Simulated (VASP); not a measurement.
# Pb: single point with PBEsol

The system is Pb.

```
Pb
1.0
     0.00000    2.46561    2.46561
     2.46561    0.00000    2.46561
     2.46561    2.46561    0.00000
Pb
1
Direct
  0.00000 0.00000 0.00000
```

```yaml
Program: VASP 6.6.1
Task: single point
Functional: PBEsol
Potentials_or_basis: VASP PAW PBE potentials, release 64 (Pb_d)
Cutoff: 520 eV
k_mesh: 16 × 16 × 16
Occupations: fermi-dirac, width 0.05 eV
Spin: no spin polarisation
Dipole_correction: no
Further_INCAR_settings: ALGO = Normal; EDIFF = 1e-06; NBANDS = 13
```

```json
{
  "Pressure": "-0.1 GPa",
  "Band gap on the k mesh": "zero (bands 7 and 8 overlap by 9.23 eV)"
}
```

Levels at points of the mesh, in eV from the Fermi level:
```tsv
k point	band 3	band 4	band 5	band 6	band 7	band 8	band 9	band 10	band 11	band 12
(0.00, 0.00, 0.00)	-17.05	-16.90	-16.90	-11.90	7.45	7.45	7.45	9.72	11.41	12.51
(0.50, 0.00, 0.00)	-17.04	-16.76	-16.76	-8.20	-4.33	5.58	5.58	9.18	9.51	11.21
(0.50, 0.50, 0.00)	-16.77	-16.73	-16.73	-6.76	-3.38	2.00	2.00	5.35	6.63	18.28
```

Wall time 20 s on 1 thread of Intel(R) Xeon(R) 6975P-C (Granite Rapids) (shared host), peak memory 0.19 GiB.

Caveat: the PAW data sets were made with another functional, which shifts forces and pressure a little; spin-orbit coupling is left out, which moves the levels of the heavy elements.
